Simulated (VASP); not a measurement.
# CdF2 (Fm-3m) in VASP: notebook, part 3 of 3

VASP 6.6.1. The steps go on from the part before.

## Step 5: Single point, PBEsol

This run uses another cell than the first one, of 12.05 Å³/atom.

Contents of INCAR:

```
PREC = Accurate
ENCUT = 520
EDIFF = 1E-6
ISMEAR = 0
SIGMA = 0.01
LREAL = False
LASPH = True
NELM = 80
ALGO = Normal
ISIF = 2
LWAVE = False
LCHARG = False
GGA = PS
NBANDS = 20
```

Contents of KPOINTS:

```
regular mesh
0
Gamma
  6 6 6
```

Contents of POSCAR:

```
CdF2
1.0
    0.0000000000      2.6240461121      2.6240461121
    2.6240461121      0.0000000000      2.6240461121
    2.6240461121      2.6240461121      0.0000000000
Cd F
1 2
Direct
    0.0000000000      0.0000000000      0.0000000000
    0.2500000000      0.2500000000      0.2500000000
    0.7500000000      0.7500000000      0.7500000000
```

Potentials or basis: VASP PAW PBE potentials, release 64 (Cd, F).

The run is started by

```sh
$ cat potpaw_PBE.64/Cd/POTCAR potpaw_PBE.64/F/POTCAR > POTCAR
$ mpirun -np 1 vasp_std > vasp.out
```

OUTCAR:

```text
PREC = Accurate
   ENCUT = 520
   EDIFF = 1E-6
   ISMEAR = 0
   LREAL = False
   LASPH = True
   NELM = 80
   ISIF = 2
   GGA = PS

 ion  position               nearest neighbor table
   1  0.000  0.000  0.000-   3 2.27   3 2.27   3 2.27   2 2.27   2 2.27   2 2.27   3 2.27   2 2.27

   2  0.250  0.250  0.250-   1 2.27   1 2.27   1 2.27   1 2.27
   3  0.750  0.750  0.750-   1 2.27   1 2.27   1 2.27   1 2.27

  LATTYP: Found a face centered cubic cell.
 ALAT       =     5.2480922242

  Lattice vectors:

 A1 = (   0.0000000000,   2.6240461121,   2.6240461121)
 A2 = (   2.6240461121,   0.0000000000,   2.6240461121)
 A3 = (   2.6240461121,   2.6240461121,   0.0000000000)

Analysis of symmetry for initial positions (statically):
=====================================================================
 Subroutine PRICEL returns:
 Original cell was already a primitive cell.

 Routine SETGRP: Setting up the symmetry group for a
 face centered cubic supercell.

 Subroutine GETGRP returns: Found 48 space group operations
 (whereof 48 operations were pure point group operations)
 out of a pool of 48 trial point group operations.

The static configuration has the point symmetry O_h .

Analysis of symmetry for dynamics (positions and initial velocities):
=====================================================================
 Subroutine PRICEL returns:
 Original cell was already a primitive cell.

 Routine SETGRP: Setting up the symmetry group for a
 face centered cubic supercell.

 Subroutine GETGRP returns: Found 48 space group operations
 (whereof 48 operations were pure point group operations)
 out of a pool of 48 trial point group operations.

The dynamic configuration has the point symmetry O_h .

 Subroutine INISYM returns: Found 48 space group operations
 (whereof 48 operations are pure point group operations),
 and found     1 'primitive' translations

----------------------------------------------------------------------------------------

                                     Primitive cell

  volume of cell :      36.1364

  direct lattice vectors                    reciprocal lattice vectors
     0.000000000  2.624046112  2.624046112    -0.190545432  0.190545432  0.190545432
     2.624046112  0.000000000  2.624046112     0.190545432 -0.190545432  0.190545432
     2.624046112  2.624046112  0.000000000     0.190545432  0.190545432 -0.190545432

  length of vectors
     3.710961600  3.710961600  3.710961600     0.330034369  0.330034369  0.330034369

  position of ions in fractional coordinates (direct lattice)
     0.000000000  0.000000000  0.000000000
     0.250000000  0.250000000  0.250000000
     0.750000000  0.750000000  0.750000000

  ion indices of the primitive-cell ions
   primitive index   ion index
                 1           1
                 2           2
                 3           3

----------------------------------------------------------------------------------------

 KPOINTS: regular mesh

Automatic generation of k-mesh.
 Grid dimensions read from file:
 generate k-points for:    6    6    6

 Generating k-lattice:

  Cartesian coordinates                     Fractional coordinates (reciprocal lattice)
    -0.031757572  0.031757572  0.031757572     0.166666667  0.000000000  0.000000000
     0.031757572 -0.031757572  0.031757572     0.000000000  0.166666667  0.000000000
     0.031757572  0.031757572 -0.031757572     0.000000000  0.000000000  0.166666667

  Length of vectors
     0.055005728  0.055005728  0.055005728

  Shift w.r.t. Gamma in fractional coordinates (k-lattice)
     0.000000000  0.000000000  0.000000000

 Subroutine IBZKPT returns following result:
 ===========================================

 Found     16 irreducible k-points:

 Following reciprocal coordinates:
            Coordinates               Weight
  0.000000  0.000000  0.000000      1.000000
  0.166667  0.000000  0.000000      8.000000
  0.333333  0.000000  0.000000      8.000000
  0.500000  0.000000  0.000000      4.000000
  0.166667  0.166667  0.000000      6.000000
  0.333333  0.166667  0.000000     24.000000
[... 8 lines left out ...]
 -0.333333  0.333333  0.166667     24.000000
 -0.333333  0.500000  0.166667     12.000000
   k-points           NKPTS =     16   k-points in BZ     NKDIM =     16   number of bands    NBANDS=     20
   number of dos      NEDOS =    301   number of ions     NIONS =      3
   total plane-waves  NPLWV =  21952
   dimension x,y,z NGX =    28 NGY =   28 NGZ =   28
   dimension x,y,z NGXF=    56 NGYF=   56 NGZF=   56
   ions per type =               1   2
   NGX,Y,Z   is equivalent  to a cutoff of  12.54, 12.54, 12.54 a.u.
   NGXF,Y,Z  is equivalent  to a cutoff of  25.09, 25.09, 25.09 a.u.
 SYSTEM =  unknown system
   PREC   = accura    normal or accurate (medium, high low for compatibility)
   ISTART =      0    job   : 0-new  1-cont  2-samecut
   ICHARG =      2    charge: 1-file 2-atom 10-const
   ISPIN  =      1    spin polarized calculation?
   LNONCOLLINEAR =      F non collinear calculations
   LSORBIT =      F    spin-orbit coupling
   LASPH  =      T    aspherical Exc in radial PAW
   ENCUT  =  520.0 eV  38.22 Ry    6.18 a.u.   6.90  6.90  6.90*2*pi/ulx,y,z
   NELM   =     80;   NELMIN=  2; NELMDL= -5     # of ELM steps
   EDIFF  = 0.1E-05   stopping-criterion for ELM
   LREAL  =      F    real-space projection
   EDIFFG = 0.1E-04   stopping-criterion for IOM
   NSW    =      0    number of steps for IOM
   IBRION =     -1    ionic relax: 0-MD 1-quasi-New 2-CG
   NFREE  =      0    steps in history (QN), initial steepest desc. (CG)
   ISIF   =      2    stress and relaxation
   ISYM   =      2    0-nonsym 1-usesym 2-fastsym
   POTIM  = 0.5000    time-step for ionic-motion
   TEBEG  =    0.0;   TEEND  =   0.0 temperature during run
   PSTRESS=    0.0 pullay stress
   NELECT =      26.0000    total number of electrons
   NUPDOWN=      -1.0000    fix difference up-down
   EMIN   =  10.00;   EMAX   =-10.00  energy-range for DOS
   EFERMI =   0.00;   METHOD = LEGACY
   ISMEAR =     0;   SIGMA  =   0.01  broadening in eV -4-tet -1-fermi 0-gaus
   EFERMI_NEDOS =   21; number of points for ismear=-14 and -15
   IALGO  =     38    algorithm
   IMIX   =      4    mixing-type and parameters
     AMIX     =   0.40;   BMIX     =  1.00
     AMIX_MAG =   1.60;   BMIX_MAG =  1.00
  volume/ion in A,a.u.               =      12.05        81.29
  Fermi-wavevector in a.u.,A,eV,Ry     =   1.466958  2.772150 29.279291  2.151967
  Thomas-Fermi vector in A             =   2.582634
   LORBIT       =      0    0 simple, 1 ext, 2 COOP (PROOUT), +10 PAW based schemes
   GGA     = PS    functional components
   LHFCALC =     F    Hartree Fock is set to
   AEXX    =    0.0000 exact exchange contribution
   IVDW    =     0    specifies the selected vdW correction
   LEPSILON=     F    determine dielectric tensor
   LRPA    =     F    only Hartree local field effects (RPA)
 non-spin polarized calculation
 Gauss-broadening in eV      SIGMA  =   0.01
  energy-cutoff  :      520.00
  volume of cell :       36.14
 maximum number of plane-waves:       982
   NGX = 13   NGY = 13   NGZ = 13

 number of electron      26.0000020 magnetization

 Free energy of the ion-electron system (eV)
  ---------------------------------------------------
  ext. energy  EPLUGINS =         0.00000000
  ---------------------------------------------------
  free energy    TOTEN  =       -11.48449552 eV

  energy without entropy =      -11.48449552  energy(sigma->0) =      -11.48449552

 E-fermi :  -0.7350     XC(G=0): -11.1560

 val. band max:       -0.8258870488   @ k =  -0.3333   0.5000   0.1667
 cond. band min:       2.3689851925   @ k =   0.0000   0.0000   0.0000
 fundamental gap:      3.1948722413
 Fermi energy:        -0.7350078509

 k-point     1 :       0.0000    0.0000    0.0000
  band No.  band energies     occupation
      1     -22.0091      2.00000
      2     -20.6258      2.00000
      3      -6.7518      2.00000
      4      -6.7518      2.00000
      5      -6.7518      2.00000
      6      -5.1174      2.00000
[... 12 lines left out ...]
     19      19.4258      0.00000
     20      19.4258      0.00000
[... 323 lines left out ...]
 k-point    16 :      -0.3333    0.5000    0.1667
  band No.  band energies     occupation
      1     -21.3403      2.00000
      2     -21.1826      2.00000
      3      -6.3487      2.00000
      4      -5.4838      2.00000
      5      -5.4708      2.00000
      6      -5.4234      2.00000
[... 12 lines left out ...]
     19      19.9022      0.00000
     20      20.4086      0.00000

------------------------ aborting loop because EDIFF is reached ----------------------------------------

  FORCE on cell =-STRESS in cart. coord.  units (eV):
  Direction    XX          YY          ZZ          XY          YZ          ZX
  --------------------------------------------------------------------------------------
  -------------------------------------------------------------------------------------
  Total        2.5396205      2.5396205      2.5396205     -0.0000000      0.0000000      0.0000000
  in kB      112.5991266    112.5991266    112.5991266     -0.0000000      0.0000000      0.0000000
  external PRESSURE =     112.5991266 kB  Pullay stress =       0.0000000 kB

 VOLUME and BASIS-vectors are now :
 -----------------------------------------------------------------------------
  energy-cutoff  :      520.00
  volume of cell :       36.14
      direct lattice vectors                 reciprocal lattice vectors
     0.000000000  2.624046112  2.624046112    -0.190545432  0.190545432  0.190545432
     2.624046112  0.000000000  2.624046112     0.190545432 -0.190545432  0.190545432
     2.624046112  2.624046112  0.000000000     0.190545432  0.190545432 -0.190545432

 POSITION                                       TOTAL-FORCE (eV/Angst)
 -----------------------------------------------------------------------------------
      0.00000      0.00000      0.00000         0.000000     -0.000000     -0.000000
      1.31202      1.31202      1.31202        -0.000000     -0.000000     -0.000000
      3.93607      3.93607      3.93607         0.000000      0.000000      0.000000
 -----------------------------------------------------------------------------------
    total drift:                                0.000000      0.000000      0.000000

  FREE ENERGIE OF THE ION-ELECTRON SYSTEM (eV)
  ---------------------------------------------------
  free  energy   TOTEN  =       -11.4844955206 eV

  energy  without entropy=      -11.4844955206  energy(sigma->0) =      -11.48449552
```

stdout:

```text
POSCAR found type information on POSCAR CdF
 POSCAR found :  2 types and       3 ions
 scaLAPACK will be used
 -----------------------------------------------------------------------------
|                                                                             |
|                                                                             |
|     You enforced a specific xc type in the INCAR file but a different       |
|     I HOPE YOU KNOW WHAT YOU ARE DOING!                                     |
|                                                                             |
 -----------------------------------------------------------------------------

 LDA part: xc-table for (Slater+PW92), standard interpolation
 POSCAR, INCAR and KPOINTS ok, starting setup
 FFT: planning ... GRIDC
 FFT: planning ... GRID_SOFT
 FFT: planning ... GRID
 WAVECAR not read
 entering main loop
```

Run time: 6.6 s. Hardware: 1 thread of Intel Xeon 6975P-C (Granite Rapids), shared host; peak memory 0.15 GiB.

Results:

```yaml
Free_energy: -11.4845 eV
Pressure: 11.3 GPa
Band_gap_on_the_k_mesh: 3.19 eV (least direct gap 3.55 eV)
```

Caveat: the cell stands under pressure; the PAW data sets were made with another functional, which shifts forces and pressure a little. A k mesh can miss the band edges.

## Step 6: Single point, PBEsol

This run uses another cell than the first one, of 12.89 Å³/atom.

Contents of INCAR:

```
PREC = Accurate
ENCUT = 520
EDIFF = 1E-6
ISMEAR = 0
SIGMA = 0.01
LREAL = F
LASPH = T
NELM = 60
ALGO = Normal
ISIF = 2
LWAVE = F
LCHARG = F
GGA = PS
NBANDS = 20
```

Contents of KPOINTS:

```
Automatic mesh
0
Gamma
  6 6 6
```

Contents of POSCAR:

```
CdF2
1.0
    0.0000000000      2.6838709449      2.6838709449
    2.6838709449      0.0000000000      2.6838709449
    2.6838709449      2.6838709449      0.0000000000
Cd F
1 2
Direct
    0.0000000000      0.0000000000      0.0000000000
    0.2500000000      0.2500000000      0.2500000000
    0.7500000000      0.7500000000      0.7500000000
```

Potentials or basis: VASP PAW PBE potentials, release 64 (Cd, F).

The run is started by

```sh
$ cat potpaw_PBE.64/Cd/POTCAR potpaw_PBE.64/F/POTCAR > POTCAR
$ mpirun -np 1 vasp_std > vasp.out
```

Run time: 7 s. Hardware: 1 thread of Intel Xeon 6975P-C (Granite Rapids), shared host; peak memory 0.15 GiB.

It converged, with:

```
Free energy            : -11.5888 eV
Pressure               : 1.8 GPa
Band gap on the k mesh : 2.96 eV (least direct gap 3.42 eV)
```

Levels at points of the mesh, in eV from the valence-band top:
```csv
k point,band 11,band 12,band 13,band 14,band 15,band 16
"(0.00, 0.00, 0.00)",-0.46,-0.46,-0.46,2.96,12.57,12.57
"(0.50, 0.00, 0.00)",-1.90,-0.36,-0.36,7.16,9.02,14.43
"(0.50, 0.50, 0.00)",-0.51,-0.07,-0.07,7.99,9.54,11.73
```

Caveat: the PAW data sets were made with another functional, which shifts forces and pressure a little. A k mesh can miss the band edges.

## Step 7: The runs side by side

| cell | gap on the mesh (eV) | pressure (GPa) |
| --- | --- | --- |
| a = 3.674 Å, angles 60.0°, 3 atoms | 3.30 | 16.5 |
| a = 3.764 Å, angles 60.0°, 3 atoms | 3.05 | 5.0 |
| a = 3.736 Å, angles 60.0°, 3 atoms | 3.12 | 8.1 |
| a = 3.711 Å, angles 60.0°, 3 atoms | 3.19 | 11.3 |
| a = 3.796 Å, angles 60.0°, 3 atoms | 2.96 | 1.8 |

Alike in all rows: task single point; level PBEsol; potentials or basis VASP PAW PBE potentials, release 64 (Cd, F); no spin polarisation; k mesh 6 × 6 × 6; cutoff (eV) 520; smearing gaussian 0.01 eV.

Caveats: the PAW data sets were made with another functional, which shifts forces and pressure a little; the cell stands under pressure (at least some runs).

Absolute energies hang on the potentials; compare differences alone.
